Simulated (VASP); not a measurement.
# W (I4/mmm) in VASP: further runs, part 2 of 3

VASP 6.6.1. The steps go on from the part before.

### 4 Single point, r2SCAN (strain +0.000 along x and y, -0.025 along z)

The input, POSCAR:

```
W
1.0
   -1.5973000000      1.5973000000      1.5573675000
    1.5973000000     -1.5973000000      1.5573675000
    1.5973000000      1.5973000000     -1.5573675000
W
1
Direct
    0.0000000000      0.0000000000      0.0000000000
```

The input, INCAR.step1:

```
ALGO     = Normal         # electronic algorithm
EDIFF    = 1E-4           # SCF threshold, eV
ENCUT    = 520            # plane-wave cutoff, eV
GGA      = PE             # functional
ISMEAR   = 0              # smearing method
LASPH    = True           # aspherical terms in the spheres
LCHARG   = False          # write CHGCAR
LREAL    = False          # projectors in reciprocal space
LWAVE    = True           # write WAVECAR
NBANDS   = 13             # bands
NELM     = 80             # most SCF steps
PREC     = Accurate       # precision mode
SIGMA    = 0.15           # smearing width, eV
```

The input, INCAR.step2:

```
ALGO     = Normal         # electronic algorithm
EDIFF    = 1E-6           # SCF threshold, eV
ENCUT    = 520            # plane-wave cutoff, eV
ISIF     = 2              # what is computed and relaxed
ISMEAR   = 0              # smearing method
ISTART   = 1            
LASPH    = True           # aspherical terms in the spheres
LCHARG   = False          # write CHGCAR
LMIXTAU  = True         
LREAL    = False          # projectors in reciprocal space
LWAVE    = False          # write WAVECAR
METAGGA  = R2SCAN         # meta-GGA
NBANDS   = 13             # bands
NELM     = 80             # most SCF steps
PREC     = Accurate       # precision mode
SIGMA    = 0.15           # smearing width, eV
```

The input, KPOINTS:

```
k-points
0
Gamma
  20 20 20
```

Potentials or basis: VASP PAW PBE potentials, release 64 (W_sv).

Command:

```console
cat potpaw_PBE.64/W_sv/POTCAR > POTCAR
cp INCAR.step1 INCAR
mpirun -np 1 vasp_std > vasp.out
cp INCAR.step2 INCAR
mpirun -np 1 vasp_std > vasp.out
```

OUTCAR:

```text
EDIFF = 1E-6
   ENCUT = 520
   ISIF = 2
   ISMEAR = 0
   ISTART = 1
   LASPH = True
   LREAL = False
   METAGGA = R2SCAN
   NELM = 80
   PREC = Accurate

 ion  position               nearest neighbor table
   1  0.000  0.000  0.000-

  LATTYP: Found a body centered tetragonal cell.
 ALAT       =     3.1946000000
 C/A-ratio  =     0.9750000000

  Lattice vectors:

 A1 = (  -1.5973000000,   1.5973000000,   1.5573675000)
 A2 = (   1.5973000000,  -1.5973000000,   1.5573675000)
 A3 = (   1.5973000000,   1.5973000000,  -1.5573675000)

Analysis of symmetry for initial positions (statically):
=====================================================================
 Subroutine PRICEL returns:
 Original cell was already a primitive cell.

 Routine SETGRP: Setting up the symmetry group for a
 body centered tetragonal supercell.

 Subroutine GETGRP returns: Found 16 space group operations
 (whereof 16 operations were pure point group operations)
 out of a pool of 16 trial point group operations.

The static configuration has the point symmetry D_4h.

Analysis of symmetry for dynamics (positions and initial velocities):
=====================================================================
 Subroutine PRICEL returns:
 Original cell was already a primitive cell.

 Routine SETGRP: Setting up the symmetry group for a
 body centered tetragonal supercell.

 Subroutine GETGRP returns: Found 16 space group operations
 (whereof 16 operations were pure point group operations)
 out of a pool of 16 trial point group operations.

The dynamic configuration has the point symmetry D_4h.

 Subroutine INISYM returns: Found 16 space group operations
 (whereof 16 operations are pure point group operations),
 and found     1 'primitive' translations

----------------------------------------------------------------------------------------

                                     Primitive cell

  volume of cell :      15.8937

  direct lattice vectors                    reciprocal lattice vectors
    -1.597300000  1.597300000  1.557367500     0.000000000  0.313028235  0.321054600
     1.597300000 -1.597300000  1.557367500     0.313028235  0.000000000  0.321054600
     1.597300000  1.597300000 -1.557367500     0.313028235  0.313028235  0.000000000

  length of vectors
     2.743743448  2.743743448  2.743743448     0.448400192  0.448400192  0.442688776

  position of ions in fractional coordinates (direct lattice)
     0.000000000  0.000000000  0.000000000

  ion indices of the primitive-cell ions
   primitive index   ion index
                 1           1

----------------------------------------------------------------------------------------

 KPOINTS: k-points

Automatic generation of k-mesh.
 Grid dimensions read from file:
 generate k-points for:   20   20   20

 Generating k-lattice:

  Cartesian coordinates                     Fractional coordinates (reciprocal lattice)
     0.000000000  0.015651412  0.016052730     0.050000000  0.000000000 -0.000000000
     0.015651412  0.000000000  0.016052730     0.000000000  0.050000000 -0.000000000
     0.015651412  0.015651412  0.000000000     0.000000000  0.000000000  0.050000000

  Length of vectors
     0.022420010  0.022420010  0.022134439

  Shift w.r.t. Gamma in fractional coordinates (k-lattice)
     0.000000000  0.000000000  0.000000000

 Subroutine IBZKPT returns following result:
 ===========================================

 Found    641 irreducible k-points:

 Following reciprocal coordinates:
            Coordinates               Weight
  0.000000  0.000000  0.000000      1.000000
  0.050000 -0.000000  0.000000      8.000000
  0.100000  0.000000  0.000000      8.000000
  0.150000 -0.000000  0.000000      8.000000
  0.200000  0.000000  0.000000      8.000000
  0.250000 -0.000000  0.000000      8.000000
[... 16 lines left out ...]
 -0.400000  0.050000  0.000000     16.000000
 -0.350000  0.050000 -0.000000     16.000000
 [... further k-points ...]
   k-points           NKPTS =    641   k-points in BZ     NKDIM =    641   number of bands    NBANDS=     13
   number of dos      NEDOS =    301   number of ions     NIONS =      1
   total plane-waves  NPLWV =   8000
   dimension x,y,z NGX =    20 NGY =   20 NGZ =   20
   dimension x,y,z NGXF=    40 NGYF=   40 NGZF=   40
   ions per type =               1
   NGX,Y,Z   is equivalent  to a cutoff of  12.12, 12.12, 12.12 a.u.
   NGXF,Y,Z  is equivalent  to a cutoff of  24.24, 24.24, 24.24 a.u.
 SYSTEM =  unknown system
   PREC   = accura    normal or accurate (medium, high low for compatibility)
   ISTART =      1    job   : 0-new  1-cont  2-samecut
   ICHARG =      0    charge: 1-file 2-atom 10-const
   ISPIN  =      1    spin polarized calculation?
   LNONCOLLINEAR =      F non collinear calculations
   LSORBIT =      F    spin-orbit coupling
   LASPH  =      T    aspherical Exc in radial PAW
   ENCUT  =  520.0 eV  38.22 Ry    6.18 a.u.   5.10  5.10  5.10*2*pi/ulx,y,z
   NELM   =     80;   NELMIN=  2; NELMDL=  0     # of ELM steps
   EDIFF  = 0.1E-05   stopping-criterion for ELM
   LREAL  =      F    real-space projection
   EDIFFG = 0.1E-04   stopping-criterion for IOM
   NSW    =      0    number of steps for IOM
   IBRION =     -1    ionic relax: 0-MD 1-quasi-New 2-CG
   NFREE  =      0    steps in history (QN), initial steepest desc. (CG)
   ISIF   =      2    stress and relaxation
   ISYM   =      2    0-nonsym 1-usesym 2-fastsym
   POTIM  = 0.5000    time-step for ionic-motion
   TEBEG  =    0.0;   TEEND  =   0.0 temperature during run
   PSTRESS=    0.0 pullay stress
   NELECT =      14.0000    total number of electrons
   NUPDOWN=      -1.0000    fix difference up-down
   EMIN   =  10.00;   EMAX   =-10.00  energy-range for DOS
   EFERMI =   0.00;   METHOD = LEGACY
   ISMEAR =     0;   SIGMA  =   0.15  broadening in eV -4-tet -1-fermi 0-gaus
   EFERMI_NEDOS =   21; number of points for ismear=-14 and -15
   IALGO  =     38    algorithm
   IMIX   =      4    mixing-type and parameters
     AMIX     =   0.40;   BMIX     =  1.00
     AMIX_MAG =   1.60;   BMIX_MAG =  1.00
  volume/ion in A,a.u.               =      15.89       107.26
  Fermi-wavevector in a.u.,A,eV,Ry     =   1.569313  2.965571 33.507643  2.462742
  Thomas-Fermi vector in A             =   2.671214
   LORBIT       =      0    0 simple, 1 ext, 2 COOP (PROOUT), +10 PAW based schemes
   METAGGA = R2SCAN    functional components
   LHFCALC =     F    Hartree Fock is set to
   AEXX    =    0.0000 exact exchange contribution
   IVDW    =     0    specifies the selected vdW correction
   LEPSILON=     F    determine dielectric tensor
   LRPA    =     F    only Hartree local field effects (RPA)
 non-spin polarized calculation
 Gauss-broadening in eV      SIGMA  =   0.15
  energy-cutoff  :      520.00
  volume of cell :       15.89
 maximum number of plane-waves:       446
   NGX = 11   NGY = 11   NGZ = 11

 number of electron      14.0000003 magnetization

 Free energy of the ion-electron system (eV)
  ---------------------------------------------------
  ext. energy  EPLUGINS =         0.00000000
  ---------------------------------------------------
  free energy    TOTEN  =       -51.34965584 eV

  energy without entropy =      -51.34598104  energy(sigma->0) =      -51.34781844

 E-fermi :  11.3044     XC(G=0): -14.9430

 val. band max:       11.2888917797   @ k =  -0.3000  -0.3000   0.3000
 cond. band min:      11.3168832135   @ k =   0.5000   0.4500   0.0000
 fundamental gap:      0.0279914338
 Fermi energy:        11.3043651177

 k-point     1 :       0.0000    0.0000    0.0000
  band No.  band energies     occupation
      1     -64.8693      2.00000
      2     -27.7372      2.00000
      3     -27.7372      2.00000
      4     -27.7238      2.00000
      5       1.1375      2.00000
      6       9.7365      2.00000
      7      10.1017      2.00000
      8      10.1017      2.00000
      9      13.5546      0.00000
     10      14.0415      0.00000
     11      26.3362      0.00000
     12      26.3362      0.00000
     13      26.8699      0.00000
[... 353 lines left out ...]
 k-point    24 :      -0.3500    0.0500   -0.0000
  band No.  band energies     occupation
      1     -64.7587      2.00000
      2     -28.7379      2.00000
      3     -28.0704      2.00000
      4     -27.7559      2.00000
      5       4.5876      2.00000
      6       7.9865      2.00000
      7       9.4830      2.00000
      8      13.4566      0.00000
      9      14.2608      0.00000
     10      14.7158      0.00000
     11      25.2525      0.00000
     12      26.8017      0.00000
     13      32.7175      0.00000

 [... further k-points ...]

------------------------ aborting loop because EDIFF is reached ----------------------------------------

  FORCE on cell =-STRESS in cart. coord.  units (eV):
  Direction    XX          YY          ZZ          XY          YZ          ZX
  --------------------------------------------------------------------------------------
  -------------------------------------------------------------------------------------
  Total       -0.1551905     -0.1551905      0.7865858      0.0000000      0.0000000      0.0000000
  in kB      -15.6441365    -15.6441365     79.2925852      0.0000000      0.0000000      0.0000000
  external PRESSURE =      16.0014374 kB  Pullay stress =       0.0000000 kB

 VOLUME and BASIS-vectors are now :
 -----------------------------------------------------------------------------
  energy-cutoff  :      520.00
  volume of cell :       15.89
      direct lattice vectors                 reciprocal lattice vectors
    -1.597300000  1.597300000  1.557367500     0.000000000  0.313028235  0.321054600
     1.597300000 -1.597300000  1.557367500     0.313028235  0.000000000  0.321054600
     1.597300000  1.597300000 -1.557367500     0.313028235  0.313028235  0.000000000

 POSITION                                       TOTAL-FORCE (eV/Angst)
 -----------------------------------------------------------------------------------
      0.00000      0.00000      0.00000         0.000000      0.000000      0.000000
 -----------------------------------------------------------------------------------
    total drift:                                0.000000     -0.000000      0.000000

  FREE ENERGIE OF THE ION-ELECTRON SYSTEM (eV)
  ---------------------------------------------------
  free  energy   TOTEN  =       -51.3496558407 eV

  energy  without entropy=      -51.3459810448  energy(sigma->0) =      -51.34781844
```

Wall time 3.4 min (1 thread of AMD EPYC 9R45 (Zen 5), shared host); peak memory 0.2 GiB.

Results:

* Free energy: -51.3497 eV
* Pressure: 1.6 GPa
* Band gap on the k mesh: zero (bands 7 and 8 overlap by 6.49 eV)

Stress tensor (GPa, compression positive):
```
-1.56  0.00  0.00
 0.00 -1.56  0.00
 0.00  0.00  7.93
```

Caveat: the cell differs from its parent crystal (strain +0.000 along x and y, -0.025 along z); the stress differs along the axes, from -2 to 8 GPa; the PAW data sets were made with another functional, which shifts forces and pressure a little; spin-orbit coupling is left out, which moves the levels of the heavy elements.

(Continued in part 3 of 3.)

The gap in the log of VASP goes by the Fermi energy; the results here count the filled bands.